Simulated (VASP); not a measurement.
# Al (Pm-3m) in VASP: notebook, part 3 of 3

VASP 6.6.1. Earlier steps stand in the parts before.

## (6) Single point, HF

This run uses another cell than the first one, of 21.79 Å³/atom, 1.081 times its volume.

POSCAR

```
Al
1.0
    2.7933018193      0.0000000000      0.0000000000
    0.0000000000      2.7933018193      0.0000000000
    0.0000000000      0.0000000000      2.7933018193
Al
1
Direct
    0.0000000000      0.0000000000      0.0000000000
```

INCAR.step1

```
PREC = Accurate
ENCUT = 520
EDIFF = 1E-5
ISMEAR = -1
SIGMA = 0.05
LREAL = F
LASPH = T
NELM = 80
ALGO = Normal
ISIF = 2
LWAVE = T
LCHARG = F
GGA = PE
NBANDS = 8
```

INCAR.step2

```
PREC = Accurate
ENCUT = 520
EDIFF = 1E-7
ISMEAR = -1
SIGMA = 0.05
LREAL = F
LASPH = T
NELM = 80
ALGO = Normal
ISIF = 2
LWAVE = F
LCHARG = F
GGA = PE
LHFCALC = T
AEXX = 1.0
ALDAC = 0.0
AGGAC = 0.0
PRECFOCK = Normal
ISTART = 1
NBANDS = 8
```

KPOINTS

```
regular mesh
0
Gamma
  5 5 5
```

Potentials or basis: VASP PAW PBE potentials, release 64 (Al).

The run is started by

```sh
$ cat potpaw_PBE.64/Al/POTCAR > POTCAR
$ cp INCAR.step1 INCAR
$ mpirun -np 1 vasp_std > vasp.out
$ cp INCAR.step2 INCAR
$ mpirun -np 1 vasp_std > vasp.out
```

OUTCAR:

```text
PREC = Accurate
   ENCUT = 520
   EDIFF = 1E-7
   ISMEAR = -1
   LREAL = F
   LASPH = T
   NELM = 80
   ISIF = 2
   GGA = PE
   LHFCALC = T
   AEXX = 1.0
   PRECFOCK = Normal
   ISTART = 1

 ion  position               nearest neighbor table
   1  0.000  0.000  0.000-

  LATTYP: Found a simple cubic cell.
 ALAT       =     2.7933018193

  Lattice vectors:

 A1 = (   2.7933018193,   0.0000000000,   0.0000000000)
 A2 = (   0.0000000000,   2.7933018193,   0.0000000000)
 A3 = (   0.0000000000,   0.0000000000,   2.7933018193)

Analysis of symmetry for initial positions (statically):
=====================================================================
 Subroutine PRICEL returns:
 Original cell was already a primitive cell.

 Routine SETGRP: Setting up the symmetry group for a
 simple cubic supercell.

 Subroutine GETGRP returns: Found 48 space group operations
[... 9 lines left out ...]

 Routine SETGRP: Setting up the symmetry group for a
 simple cubic supercell.

 Subroutine GETGRP returns: Found 48 space group operations
[... 11 lines left out ...]
                                     Primitive cell

  volume of cell :      21.7948

  direct lattice vectors                    reciprocal lattice vectors
     2.793301819  0.000000000  0.000000000     0.357999266  0.000000000  0.000000000
     0.000000000  2.793301819  0.000000000     0.000000000  0.357999266  0.000000000
     0.000000000  0.000000000  2.793301819     0.000000000  0.000000000  0.357999266

  length of vectors
     2.793301819  2.793301819  2.793301819     0.357999266  0.357999266  0.357999266

  position of ions in fractional coordinates (direct lattice)
     0.000000000  0.000000000  0.000000000

  ion indices of the primitive-cell ions
   primitive index   ion index
                 1           1

[... 78 lines left out ...]
  Fermi-wavevector in a.u.,A,eV,Ry     =   0.845274  1.597336  9.721196  0.714488
  Thomas-Fermi vector in A             =   1.960436
   LORBIT       =      0    0 simple, 1 ext, 2 COOP (PROOUT), +10 PAW based schemes
   GGA     = PE    functional components
   LHFCALC =     T    Hartree Fock is set to
   PRECFOCK=normal    Normal, Fast or Accurate (Low or Medium for compatibility)
   ENCUT4O =  -1.0   cutoff for four orbital integrals eV
   NKREDX  =     1    reduce k-point grid by
   NKREDY  =     1    reduce k-point grid by
   NKREDZ  =     1    reduce k-point grid by
   AEXX    =    1.0000 exact exchange contribution
   HFSCREEN=    0.0000 screening length (either q_TF or 0.3 A-1)
   HFSCREENC=   0.0000 screening length for correlation (either q_TF or 0.3 A-1)
   ENCUTFOCK=  -1.0 apply spherical cutoff to Coloumb kernel
   IVDW    =     0    specifies the selected vdW correction
   LEPSILON=     F    determine dielectric tensor
   LRPA    =     F    only Hartree local field effects (RPA)
 non-spin polarized calculation
  energy-cutoff  :      520.00
  volume of cell :       21.79
 maximum number of plane-waves:       598
 NGX is ok and might be reduce to    24
  NGX = 16; NGY = 16; NGZ = 16

 number of electron       3.0000000 magnetization

 Free energy of the ion-electron system (eV)
  ---------------------------------------------------
  ext. energy  EPLUGINS =         0.00000000
  ---------------------------------------------------
  free energy    TOTEN  =        -6.80325509 eV

  energy without entropy =       -6.79746018  energy(sigma->0) =       -6.80035763

 E-fermi :   6.1543     XC(G=0):   0.0000

 val. band max:        6.1099669632   @ k =   0.4000   0.4000   0.0000
 cond. band min:       8.2997572359   @ k =   0.4000   0.4000   0.0000
 fundamental gap:      2.1897902727
 Fermi energy:         6.1543321231

 k-point     1 :       0.0000    0.0000    0.0000
  band No.  band energies     occupation
      1     -10.8294      2.00000
      2      18.3603      0.00000
      3      19.1276      0.00000
      4      19.1276      0.00000
      5      19.8860      0.00000
      6      19.8860      0.00000
      7      19.8860      0.00000
      8      27.2177      0.00000
[... 89 lines left out ...]
 k-point    10 :       0.4000    0.4000    0.4000
  band No.  band energies     occupation
      1       2.8477      2.00000
      2      11.9192      0.00000
      3      11.9192      0.00000
      4      12.4286      0.00000
      5      17.7193      0.00000
      6      17.7193      0.00000
      7      17.7228      0.00000
      8      23.0465      0.00000

------------------------ aborting loop because EDIFF is reached ----------------------------------------

  FORCE on cell =-STRESS in cart. coord.  units (eV):
  Direction    XX          YY          ZZ          XY          YZ          ZX
  --------------------------------------------------------------------------------------
  -------------------------------------------------------------------------------------
  Total        0.8358256      0.8358256      0.8358256      0.0000000     -0.0000000      0.0000000
  in kB       61.4430319     61.4430319     61.4430319      0.0000000     -0.0000000      0.0000000
  external PRESSURE =      61.4430319 kB  Pullay stress =       0.0000000 kB

 VOLUME and BASIS-vectors are now :
 -----------------------------------------------------------------------------
  energy-cutoff  :      520.00
  volume of cell :       21.79
      direct lattice vectors                 reciprocal lattice vectors
     2.793301819  0.000000000  0.000000000     0.357999266  0.000000000  0.000000000
     0.000000000  2.793301819  0.000000000     0.000000000  0.357999266  0.000000000
     0.000000000  0.000000000  2.793301819     0.000000000  0.000000000  0.357999266

 POSITION                                       TOTAL-FORCE (eV/Angst)
 -----------------------------------------------------------------------------------
      0.00000      0.00000      0.00000         0.000000      0.000000      0.000000
 -----------------------------------------------------------------------------------
    total drift:                                0.000000     -0.000000     -0.000000

  FREE ENERGIE OF THE ION-ELECTRON SYSTEM (eV)
  ---------------------------------------------------
  free  energy   TOTEN  =        -6.8032550930 eV

  energy  without entropy=       -6.7974601754  energy(sigma->0) =       -6.80035763
```

OUTCAR.step1:

```text
PREC = Accurate
   ENCUT = 520
   EDIFF = 1E-5
   ISMEAR = -1
   LREAL = F
[... 309 lines left out ...]

 POSITION                                       TOTAL-FORCE (eV/Angst)
 -----------------------------------------------------------------------------------
      0.00000      0.00000      0.00000         0.000000      0.000000      0.000000
 -----------------------------------------------------------------------------------
    total drift:                                0.000000     -0.000000      0.000000

  FREE ENERGIE OF THE ION-ELECTRON SYSTEM (eV)
  ---------------------------------------------------
  free  energy   TOTEN  =        -3.3946889462 eV

  energy  without entropy=       -3.3888805685  energy(sigma->0) =       -3.39178476
```

Wall time 74 s (1 thread of AMD EPYC 7R43 (Zen 3), shared host); peak memory 0.1 GiB.

What came out:

| Quantity | Value |
| --- | --- |
| Free energy | -6.8033 eV |
| Pressure | 6.1 GPa |

Levels at points of the mesh, in eV from the Fermi level:
```
           k point  band 1  band 2  band 3  band 4
(0.00, 0.00, 0.00)  -16.98   12.21   12.97   12.97
```

Caveat: the k points lie up to 0.45 Å⁻¹ apart; the PAW data sets were made with another functional, which shifts forces and pressure a little.

## (7) The runs side by side

| task | level | cell | cutoff (eV) | share of exact exchange | gap on the mesh (eV) | pressure (GPa) |
| --- | --- | --- | --- | --- | --- | --- |
| relaxation of cell and atoms | PBEsol-based global hybrid | relaxed from a = 2.722 Å, 1 atom | 600 | 0.25 | none | 0.0 |
| single point | r2SCANh | a = 2.722 Å, 1 atom | 520 | - | none | -1.5 |
| single point | r2SCAN50 | a = 2.722 Å, 1 atom | 520 | - | none | -2.4 |
| single point | HF | a = 2.722 Å, 1 atom | 520 | - | none | 10.0 |
| single point | HF | a = 2.793 Å, 1 atom | 520 | - | none | 6.1 |

Alike in all rows: potentials or basis VASP PAW PBE potentials, release 64 (Al); no spin polarisation; k mesh 5 × 5 × 5; smearing fermi-dirac 0.05 eV.

Caveats: all runs use coarse meshes; the PAW data sets were made with another functional, which shifts forces and pressure a little.

Absolute energies hang on the potentials; compare differences alone.
